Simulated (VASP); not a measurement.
# Pd (Pm-3m) in VASP: further runs

The runs below take Pd through single point, relaxation of cell and atoms, with PBE.

Everything below comes from runs of VASP 6.6.1. Logs are shortened: lines on timing, memory, paths and dates and some standing lists are left out, and cuts for length are marked.

### 1 The cell of the first run

Symmetry: Pm-3m, No. 221, cubic system. Conventional cell: a = 2.613 Å, b = 2.613 Å, c = 2.613 Å, α = 90.00°, β = 90.00°, γ = 90.00°. Within 3.4 Å of Pd (site symmetry m-3m) lie 6 Pd at 2.61 Å.

### 2 Single point, PBE

Contents of INCAR:

```
ALGO = Normal
EDIFF = 1E-6
ENCUT = 500
GGA = PE
GGA_COMPAT = False
ISIF = 2
ISMEAR = -1
LASPH = True
LCHARG = False
LREAL = False
LWAVE = False
NBANDS = 11
NELM = 120
PREC = Accurate
SIGMA = 0.03
```

Contents of KPOINTS:

```
k-points
0
Gamma
  13 13 13
```

Contents of POSCAR:

```
Pd
1.0
    2.6129210822      0.0000000000      0.0000000000
    0.0000000000      2.6129210822      0.0000000000
    0.0000000000      0.0000000000      2.6129210822
Pd
1
Direct
    0.0000000000      0.0000000000      0.0000000000
```

Potentials or basis: VASP PAW PBE potentials, release 64 (Pd).

Started as:

```sh
cat potpaw_PBE.64/Pd/POTCAR > POTCAR
mpirun -np 1 vasp_std > vasp.out
```

OUTCAR:

```text
EDIFF = 1E-6
   ENCUT = 500
   GGA = PE
   ISIF = 2
   ISMEAR = -1
   LASPH = True
   LREAL = False
   NELM = 120
   PREC = Accurate

 ion  position               nearest neighbor table
   1  0.000  0.000  0.000-

  LATTYP: Found a simple cubic cell.
 ALAT       =     2.6129210822

  Lattice vectors:

 A1 = (   2.6129210822,   0.0000000000,   0.0000000000)
 A2 = (   0.0000000000,   2.6129210822,   0.0000000000)
 A3 = (   0.0000000000,   0.0000000000,   2.6129210822)

Analysis of symmetry for initial positions (statically):
=====================================================================
 Subroutine PRICEL returns:
 Original cell was already a primitive cell.

 Routine SETGRP: Setting up the symmetry group for a
 simple cubic supercell.

 Subroutine GETGRP returns: Found 48 space group operations
 (whereof 48 operations were pure point group operations)
 out of a pool of 48 trial point group operations.

The static configuration has the point symmetry O_h .

Analysis of symmetry for dynamics (positions and initial velocities):
=====================================================================
 Subroutine PRICEL returns:
 Original cell was already a primitive cell.

 Routine SETGRP: Setting up the symmetry group for a
 simple cubic supercell.

 Subroutine GETGRP returns: Found 48 space group operations
 (whereof 48 operations were pure point group operations)
 out of a pool of 48 trial point group operations.

The dynamic configuration has the point symmetry O_h .

 Subroutine INISYM returns: Found 48 space group operations
 (whereof 48 operations are pure point group operations),
 and found     1 'primitive' translations

----------------------------------------------------------------------------------------

                                     Primitive cell

  volume of cell :      17.8393

  direct lattice vectors                    reciprocal lattice vectors
     2.612921082  0.000000000  0.000000000     0.382713434  0.000000000  0.000000000
     0.000000000  2.612921082  0.000000000     0.000000000  0.382713434  0.000000000
     0.000000000  0.000000000  2.612921082     0.000000000  0.000000000  0.382713434

  length of vectors
     2.612921082  2.612921082  2.612921082     0.382713434  0.382713434  0.382713434

  position of ions in fractional coordinates (direct lattice)
     0.000000000  0.000000000  0.000000000

[... 79 lines left out ...]
   IBRION =     -1    ionic relax: 0-MD 1-quasi-New 2-CG
   NFREE  =      0    steps in history (QN), initial steepest desc. (CG)
   ISIF   =      2    stress and relaxation
   ISYM   =      2    0-nonsym 1-usesym 2-fastsym
   POTIM  = 0.5000    time-step for ionic-motion
   TEBEG  =    0.0;   TEEND  =   0.0 temperature during run
   PSTRESS=    0.0 pullay stress
   NELECT =      10.0000    total number of electrons
   NUPDOWN=      -1.0000    fix difference up-down
   EMIN   =  10.00;   EMAX   =-10.00  energy-range for DOS
   EFERMI =   0.00;   METHOD = LEGACY
   ISMEAR =    -1;   SIGMA  =   0.03  broadening in eV -4-tet -1-fermi 0-gaus
   EFERMI_NEDOS =   21; number of points for ismear=-14 and -15
   IALGO  =     38    algorithm
   IMIX   =      4    mixing-type and parameters
     AMIX     =   0.40;   BMIX     =  1.00
     AMIX_MAG =   1.60;   BMIX_MAG =  1.00
  volume/ion in A,a.u.               =      17.84       120.39
  Fermi-wavevector in a.u.,A,eV,Ry     =   1.349839  2.550825 24.790692  1.822064
  Thomas-Fermi vector in A             =   2.477393
   LORBIT       =      0    0 simple, 1 ext, 2 COOP (PROOUT), +10 PAW based schemes
   GGA     = PE    functional components
   LHFCALC =     F    Hartree Fock is set to
   AEXX    =    0.0000 exact exchange contribution
   IVDW    =     0    specifies the selected vdW correction
   LEPSILON=     F    determine dielectric tensor
   LRPA    =     F    only Hartree local field effects (RPA)
 non-spin polarized calculation
  energy-cutoff  :      500.00
  volume of cell :       17.84
 maximum number of plane-waves:       466
 NGX is ok and might be reduce to    20
   NGX =  9   NGY =  9   NGZ =  9

 number of electron      10.0000007 magnetization

 Free energy of the ion-electron system (eV)
  ---------------------------------------------------
  ext. energy  EPLUGINS =         0.00000000
  ---------------------------------------------------
  free energy    TOTEN  =        -4.71747135 eV

  energy without entropy =       -4.71292752  energy(sigma->0) =       -4.71519943

 E-fermi :   7.1539     XC(G=0): -11.9016

 val. band max:        7.1244616132   @ k =   0.2308   0.0769   0.0000
 cond. band min:       7.1561273706   @ k =   0.0000   0.0000   0.0000
 fundamental gap:      0.0316657574
 Fermi energy:         7.1538595186

 k-point     1 :       0.0000    0.0000    0.0000
  band No.  band energies     occupation
      1       1.2445      2.00000
      2       2.6936      2.00000
      3       2.6936      2.00000
      4       7.1561      0.96222
      5       7.1561      0.96222
      6       7.1561      0.96222
      7      23.5939      0.00000
      8      23.5939      0.00000
      9      23.5939      0.00000
     10      29.8842      0.00000
     11      29.9110      0.00000
[... 309 lines left out ...]
 k-point    24 :       0.3846    0.3077    0.0000
  band No.  band energies     occupation
      1       3.3081      2.00000
      2       3.5364      2.00000
      3       5.9836      2.00000
      4       6.0165      2.00000
      5       6.3023      2.00000
      6       8.8335      0.00000
      7      14.7771      0.00000
      8      19.8627      0.00000
      9      24.2759      0.00000
     10      29.2479      0.00000
     11      31.4326      0.00000

 [... further k-points ...]

------------------------ aborting loop because EDIFF is reached ----------------------------------------

  FORCE on cell =-STRESS in cart. coord.  units (eV):
  Direction    XX          YY          ZZ          XY          YZ          ZX
  --------------------------------------------------------------------------------------
  -------------------------------------------------------------------------------------
  Total       -0.0338103     -0.0338103     -0.0338103      0.0000000      0.0000000      0.0000000
  in kB       -3.0365524     -3.0365524     -3.0365524      0.0000000      0.0000000      0.0000000
  external PRESSURE =      -3.0365524 kB  Pullay stress =       0.0000000 kB

 VOLUME and BASIS-vectors are now :
 -----------------------------------------------------------------------------
  energy-cutoff  :      500.00
  volume of cell :       17.84
      direct lattice vectors                 reciprocal lattice vectors
     2.612921082  0.000000000  0.000000000     0.382713434  0.000000000  0.000000000
     0.000000000  2.612921082  0.000000000     0.000000000  0.382713434  0.000000000
     0.000000000  0.000000000  2.612921082     0.000000000  0.000000000  0.382713434

 POSITION                                       TOTAL-FORCE (eV/Angst)
 -----------------------------------------------------------------------------------
      0.00000      0.00000      0.00000         0.000000      0.000000      0.000000
 -----------------------------------------------------------------------------------
    total drift:                               -0.000000      0.000000      0.000000

  FREE ENERGIE OF THE ION-ELECTRON SYSTEM (eV)
  ---------------------------------------------------
  free  energy   TOTEN  =        -4.7174713501 eV

  energy  without entropy=       -4.7129275175  energy(sigma->0) =       -4.71519943
```

It took 18 s on 1 thread of Intel Xeon 8259CL, shared host; peak memory 0.14 GiB.

Results:

```
Free energy            : -4.7175 eV
Pressure               : -0.3 GPa
Band gap on the k mesh : zero (band 5 reaches 8.22 eV, above the bottom of band 6 at 6.56 eV)
```

Levels at points of the mesh, in eV from the Fermi level:
| k point | band 3 | band 4 | band 5 | band 6 | band 7 | band 8 |
| --- | --- | --- | --- | --- | --- | --- |
| (0.00, 0.00, 0.00) | -4.46 | 0.00 | 0.00 | 0.00 | 16.44 | 16.44 |

### 3 Relaxation of cell and atoms, PBE

This run uses another cell than the first one, of 16.82 Å³/atom, 0.943 times its volume.

Contents of INCAR:

```
SYSTEM = Pd
PREC = Accurate
ENCUT = 500
EDIFF = 1E-7
ISMEAR = -1
SIGMA = 0.03
LREAL = .False.
LASPH = .True.
NELM = 120
ALGO = Normal
ISIF = 3
LWAVE = .False.
LCHARG = .False.
GGA = PE
IBRION = 2
NSW = 100
EDIFFG = -0.005
GGA_COMPAT = .False.
NELMIN = 4
```

Contents of KPOINTS:

```
regular mesh
0
Gamma
  13 13 13
  0 0 0
```

Contents of POSCAR:

```
Pd
1.0
    2.5624025900      0.0000000000      0.0000000000
    0.0000000000      2.5624025900      0.0000000000
    0.0000000000      0.0000000000      2.5624025900
Pd
1
Direct
    0.0000000000      0.0000000000      0.0000000000
```

Potentials or basis: VASP PAW PBE potentials, release 64 (Pd).

Started as:

```sh
cat potpaw_PBE.64/Pd/POTCAR > POTCAR
mpirun -np 1 vasp_std > vasp.out
```

OUTCAR:

```text
SYSTEM = Pd
   PREC = Accurate
   ENCUT = 500
   EDIFF = 1E-7
   ISMEAR = -1
   LREAL = .False.
   LASPH = .True.
   NELM = 120
   ISIF = 3
   GGA = PE
   IBRION = 2
   NSW = 100
   EDIFFG = -0.005
   NELMIN = 4

 ion  position               nearest neighbor table
   1  0.000  0.000  0.000-

  LATTYP: Found a simple cubic cell.
 ALAT       =     2.5624025900

  Lattice vectors:

 A1 = (   2.5624025900,   0.0000000000,   0.0000000000)
 A2 = (   0.0000000000,   2.5624025900,   0.0000000000)
 A3 = (   0.0000000000,   0.0000000000,   2.5624025900)

Analysis of symmetry for initial positions (statically):
=====================================================================
 Subroutine PRICEL returns:
 Original cell was already a primitive cell.

[... 361 lines left out ...]
 fundamental gap:      0.0318208077
 Fermi energy:         7.1901543211

 k-point     1 :       0.0000    0.0000    0.0000
  band No.  band energies     occupation
      1       1.2633      2.00000
      2       2.7125      2.00000
      3       2.7125      2.00000
      4       7.1929      0.95395
      5       7.1929      0.95395
      6       7.1929      0.95394
      7      23.6490      0.00000
      8      23.6490      0.00000
      9      23.6490      0.00000
[... 265 lines left out ...]
 k-point    24 :       0.3846    0.3077    0.0000
  band No.  band energies     occupation
      1       3.3282      2.00000
      2       3.5590      2.00000
      3       6.0151      2.00000
      4       6.0482      2.00000
      5       6.3352      2.00000
      6       8.8700      0.00000
      7      14.8249      0.00000
      8      19.9203      0.00000
      9      24.3374      0.00000

 [... further k-points ...]

------------------------ aborting loop because EDIFF is reached ----------------------------------------

  FORCE on cell =-STRESS in cart. coord.  units (eV):
  Direction    XX          YY          ZZ          XY          YZ          ZX
  --------------------------------------------------------------------------------------
  -------------------------------------------------------------------------------------
  Total        0.0039759      0.0039759      0.0039759      0.0000000      0.0000000     -0.0000000
  in kB        0.3580118      0.3580118      0.3580118      0.0000000      0.0000000     -0.0000000
  external PRESSURE =       0.3580118 kB  Pullay stress =       0.0000000 kB
[... 16 lines left out ...]
  FREE ENERGIE OF THE ION-ELECTRON SYSTEM (eV)
  ---------------------------------------------------
  free  energy   TOTEN  =        -4.7173782691 eV

  energy  without entropy=       -4.7128537916  energy(sigma->0) =       -4.71511603

 reached required accuracy - stopping structural energy minimisation
```

OSZICAR:

```text
N       E                     dE             d eps       ncg     rms          rms(c)
DAV:   1     0.400835886997E+02    0.40084E+02   -0.51987E+03  1520   0.996E+02
DAV:   2    -0.443629902389E+01   -0.44520E+02   -0.43303E+02  1614   0.189E+02
DAV:   3    -0.486542968986E+01   -0.42913E+00   -0.42738E+00  1784   0.221E+01
DAV:   4    -0.486783990041E+01   -0.24102E-02   -0.24101E-02  1695   0.152E+00
[... 102 lines left out ...]
DAV:   1    -0.471738001732E+01   -0.20984E-05   -0.30713E-05  1547   0.626E-02    0.853E-03
DAV:   2    -0.471737851496E+01    0.15024E-05   -0.91927E-06  1538   0.277E-02    0.209E-03
DAV:   3    -0.471737841231E+01    0.10265E-06   -0.18042E-08   759   0.161E-03    0.122E-03
DAV:   4    -0.471737826923E+01    0.14308E-06   -0.15525E-08   761   0.103E-03    0.531E-05
DAV:   5    -0.471737826914E+01    0.89358E-10   -0.78805E-10   758   0.252E-04
  16 F= -.47173783E+01 E0= -.47151160E+01  d E =-.100758E-05
```

CONTCAR:

```text
Pd
   1.00000000000000
     2.6106655701032038   -0.0000000000000000    0.0000000000000000
    -0.0000000000000000    2.6106655701032038    0.0000000000000000
     0.0000000000000000    0.0000000000000000    2.6106655701032033
  Pd
     1
Direct
     0.0000000000000000    0.0000000000000000    0.0000000000000000

  0.00000000E+00  0.00000000E+00  0.00000000E+00
```

Run time: 92 s. Hardware: 1 thread of Intel Xeon 8259CL, shared host; peak memory 0.14 GiB.

What came out:

```yaml
Free_energy: -4.7174 eV
Relaxed_volume: 17.79 Å³/atom
Relaxed_cell: a = 2.611 Å, b = 2.611 Å, c = 2.611 Å, α = 90.00°, β = 90.00°, γ = 90.00°
Space_group_after_relaxing_to_0.05_Å: Pm-3m (No. 221)
Energy_gained_by_relaxing: 22.7 meV/atom
Ionic_steps: 16
Pressure_after_relaxing: 0.0 GPa
Band_gap_on_the_k_mesh: zero (band 5 reaches 8.26 eV, above the bottom of band 6 at 6.59 eV)
```

The path:
| step | energy change (eV) | largest force (eV/Å) | pressure (GPa) | volume (Å³) |
| --- | --- | --- | --- | --- |
| 1 | 0.0000 | 0.0000 | 7.96 | 16.82 |
| 2 | 0.0017 | 0.0000 | -6.39 | 18.94 |
| 3 | -0.0227 | 0.0000 | -0.07 | 17.81 |
| 4 | -0.0227 | 0.0000 | 0.07 | 17.79 |
| 5 | -0.0227 | 0.0000 | 0.07 | 17.79 |
| 6 | -0.0227 | 0.0000 | 0.06 | 17.79 |
| 7 | -0.0227 | 0.0000 | 0.06 | 17.79 |
| 8 | -0.0227 | 0.0000 | 0.06 | 17.79 |
| 9 | -0.0227 | 0.0000 | 0.06 | 17.79 |
| 10 | -0.0227 | 0.0000 | 0.06 | 17.79 |
| 11 | -0.0227 | 0.0000 | 0.06 | 17.79 |
| 12 | -0.0227 | 0.0000 | 0.06 | 17.79 |
| 13 | -0.0227 | 0.0000 | 0.06 | 17.79 |
| 14 | -0.0227 | 0.0000 | 0.06 | 17.79 |
| 15 | -0.0227 | 0.0000 | 0.05 | 17.79 |
| 16 | -0.0227 | 0.0000 | 0.04 | 17.79 |

Final structure:
```yaml
crystal:
  lattice:
    - [2.61067, 0.00000, 0.00000]
    - [0.00000, 2.61067, 0.00000]
    - [0.00000, 0.00000, 2.61067]
  atoms:
    - { symbol: Pd, position: [0.00000, 0.00000, 0.00000] }
```
